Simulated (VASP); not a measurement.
Crystal: S.

```
S
1.0
    -1.97348    1.97348    6.67794
     1.97348   -1.97348    6.67794
     1.97348    1.97348   -6.67794
S
4
Direct
  0.79200 0.79200 0.00000
  0.54200 0.04200 0.50000
  0.20800 0.20800 0.00000
  0.95800 0.45800 0.50000
```

| Quantity | Value |
| --- | --- |
| Program | VASP 6.6.1 |
| Task | relaxation of cell and atoms |
| Functional | PBE |
| Potentials or basis | VASP PAW PBE potentials, release 64 (S) |
| Cutoff | 600 eV |
| k mesh | 6 × 6 × 6 |
| Occupations | gaussian, width 0.1 eV |
| Spin | no spin polarisation |

At the start: pressure -13.0 GPa; volume 26.01 Å³/atom.

Problem. Where does the relaxation end?

Solution. Over 18 steps the energy falls by 947.7 meV/atom and the volume is 23.70 Å³/atom (-8.9 %); space group I4_1/amd (No. 141, to 0.05 Å).

Step by step:
| step | energy change (eV) | largest force (eV/Å) | pressure (GPa) | volume (Å³) |
| --- | --- | --- | --- | --- |
| 1 | 0.0000 | 0.1761 | -12.96 | 104.03 |
| 2 | -2.0090 | 0.5826 | -5.80 | 75.44 |
| 3 | -2.1377 | 0.6555 | -0.57 | 69.63 |
| 4 | -2.1387 | 0.6632 | 0.18 | 68.97 |
| 5 | -2.2503 | 1.0108 | 0.89 | 68.34 |
| 6 | -2.6032 | 0.8179 | 2.32 | 66.46 |
| 7 | -2.4652 | 0.3136 | 7.08 | 62.77 |
| 8 | -2.6752 | 0.1809 | 4.17 | 64.75 |
| 9 | -2.6970 | 0.1233 | 4.21 | 64.77 |
| 10 | -2.7491 | 0.0176 | 4.38 | 64.83 |
| 11 | -2.7850 | 0.3152 | 5.11 | 64.93 |
| 12 | -2.8569 | 0.3132 | 4.49 | 65.64 |
| 13 | -3.0365 | 0.3257 | 3.07 | 67.76 |
| 14 | -3.2920 | 0.4015 | 1.22 | 71.98 |
| 15 | -3.5651 | 0.4044 | -1.03 | 80.34 |
| 16 | -3.7616 | 0.0597 | -2.16 | 96.75 |
| 17 | -3.7264 | 0.1043 | 3.84 | 91.95 |
| 18 | -3.7907 | 0.0037 | 0.03 | 94.80 |

Final structure:
```
CELL_PARAMETERS angstrom
-1.62346 1.62346 8.99173
1.62346 -1.62346 8.99173
1.62346 1.62346 -8.99173
ATOMIC_POSITIONS crystal
S 0.76729 0.76729 0.00000
S 0.51729 0.01729 0.50000
S 0.23271 0.23271 0.00000
S 0.98271 0.48271 0.50000
```

Caveat: the k points lie up to 0.46 Å⁻¹ apart in the final cell.
